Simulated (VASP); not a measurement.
NaCl:

```
Na Cl
1.0
    -0.03737    2.76533    2.76533
     2.76533   -0.03737    2.76533
     2.76533    2.76533   -0.03737
Na Cl
1 1
Direct
  0.00000 0.00000 0.00000
  0.50000 0.50000 0.50000
```

This cell differs from its parent crystal: strain along [111] -2.0%.

Base run:

- Program: VASP 6.6.1
- Functional: r2SCAN
- Potentials or basis: VASP PAW PBE potentials, release 64 (Na_pv, Cl)
- Cutoff: 520 eV
- k mesh: 8 × 8 × 8
- Occupations: gaussian, width 0.01 eV
- Spin: no spin polarisation

Its results: band gap on the k mesh 6.03 eV, direct; pressure 0.4 GPa.

Task: The run is repeated on the same cell with these changes: functional from r2SCAN to PBE; k mesh from 8 × 8 × 8 to 4 × 4 × 4. What comes out?

Result: Band gap on the k mesh 5.21 eV, direct; pressure 1.9 GPa.

Several settings changed at once, so the effect can't be laid on one alone.

Caveats: some runs use coarse meshes; the PAW data sets were made with another functional, which shifts forces and pressure a little (some runs).

